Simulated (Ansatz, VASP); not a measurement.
Nb2B: VASP beside Ansatz

The input INCAR:

```
SYSTEM = Nb2B
PREC     = Accurate       ! precision mode
ENCUT    = 520            ! plane-wave cutoff, eV
EDIFF    = 1E-6           ! SCF threshold, eV
ISMEAR   = 0              ! smearing method
SIGMA    = 0.1            ! smearing width, eV
LREAL    = .False.        ! projectors in reciprocal space
LASPH    = .True.         ! aspherical terms in the spheres
NELM     = 100            ! most SCF steps
ALGO     = Fast           ! electronic algorithm
ISIF     = 2              ! what is computed and relaxed
LWAVE    = .False.        ! write WAVECAR
LCHARG   = .False.        ! write CHGCAR
GGA      = PE             ! functional
NBANDS   = 38             ! bands
```

KPOINTS

```
regular mesh
0
Gamma
  10 10 10
  0 0 0
```

Contents of POSCAR:

```
Nb2B
1.0
    0.0000000000      3.6773472298      3.6773472298
    3.6773472298      0.0000000000      3.6773472298
    3.6773472298      3.6773472298      0.0000000000
Nb B
4 2
Direct
    0.6250000000      0.6250000000      0.6250000000
    0.1250000000      0.6250000000      0.6250000000
    0.6250000000      0.6250000000      0.1250000000
    0.6250000000      0.1250000000      0.6250000000
    0.0000000000      0.0000000000      0.0000000000
    0.2500000000      0.2500000000      0.2500000000
```

Input for Ansatz:

```yaml
crystal:
  lattice:
    - [0.0, 3.6773472298, 3.6773472298]
    - [3.6773472298, 0.0, 3.6773472298]
    - [3.6773472298, 3.6773472298, 0.0]
  atoms:
    - { symbol: Nb, position: [0.625, 0.625, 0.625] }
    - { symbol: Nb, position: [0.125, 0.625, 0.625] }
    - { symbol: Nb, position: [0.625, 0.625, 0.125] }
    - { symbol: Nb, position: [0.625, 0.125, 0.625] }
    - { symbol: B, position: [0.0, 0.0, 0.0] }
    - { symbol: B, position: [0.25, 0.25, 0.25] }
basis:
  ecutwfc: 420
kpoints:
  mp_grid: { grid: [10, 10, 10] }
  band_path:
    path:
      - [[0.0, 0.0, 0.0], [0.5, 0.0, 0.5], [0.625, 0.25, 0.625]]
      - [[0.375, 0.375, 0.75], [0.0, 0.0, 0.0], [0.5, 0.5, 0.5], [0.5, 0.25, 0.75], [0.5, 0.0, 0.5]]
    npoints: 14
hamiltonian:
  xc: pbe
scf:
  occupations: { method: gaussian, width: 0.1 }
  n_extra_bands: 15
output:
  forces: true
  stress: true
  eigenvalues: true
  populations: true
  dos: { projected: true, de: 0.02, nscf_kmesh: { grid: [12, 12, 12] } }
  bader: true
  write_density: true
  write_potential: true
  elf: true
  volumetric_format: npy
```

Alike in both runs: task single point; functional PBE; k mesh 10 × 10 × 10; occupations gaussian, width 0.1 eV; no spin polarisation.

|  | VASP | Ansatz |
| --- | --- | --- |
| version | VASP 6.6.1 | Ansatz 0.2.0 |
| potentials or method | VASP PAW PBE potentials, release 64 (Nb_sv, B), cutoff 520 eV | scalar-relativistic, plane waves, PAW |
| valence electrons in the cell | 58 | 58 |

Ansatz gave:

| Item | Value |
| --- | --- |
| gap on the k mesh at the Fermi level (eV) | none |
| pressure (GPa) | 0.0 |

**Question.** What did VASP give for the same quantities?

**Answer.** gap on the k mesh at the Fermi level (eV): none; pressure (GPa): -0.2.

A gap of «none» marks a metal or a gap that the smearing closes.
